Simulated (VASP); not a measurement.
HfS2, 3 atoms in the cell. The structure is trigonal, space group P-3m1 (No. 164). The conventional cell has a = 3.667 Å, b = 3.667 Å, c = 5.849 Å, α = 90.00°, β = 90.00°, γ = 120.00°. Hf (site symmetry -3m) has 6 S at 2.55 Å within 3.4 Å. S (site symmetry 3m) has 3 Hf at 2.55 Å within 3.4 Å.  This cell differs from its parent crystal: epitaxial xy strain +1.0%.

* Program: VASP 6.6.1
* Task: single point
* Functional: r2SCAN
* Potentials or basis: VASP PAW PBE potentials, release 64 (Hf_pv, S)
* Cutoff: 550 eV
* k mesh: 12 × 12 × 4
* Occupations: gaussian, width 0.01 eV
* Spin: no spin polarisation
* Dipole correction: no
* Further INCAR settings: ALGO = Normal; EDIFF = 1e-06; NBANDS = 18

Potentials or basis: VASP PAW PBE potentials, release 64 (Hf_pv, S).

Command:

```sh
$ cat potpaw_PBE.64/Hf_pv/POTCAR potpaw_PBE.64/S/POTCAR > POTCAR
$ cp INCAR.step1 INCAR
$ mpirun -np 1 vasp_std > vasp.out
$ cp INCAR.step2 INCAR
$ mpirun -np 1 vasp_std > vasp.out
```

Hardware: 1 thread of AMD EPYC 9R14 (Zen 4), on a shared host.

**Question.** How long does it take, and how much memory?

**Answer.** It took 6.5 min on 1 thread of AMD EPYC 9R14 (Zen 4), on a shared host, peak memory 0.22 GiB. Counts: k points 69.
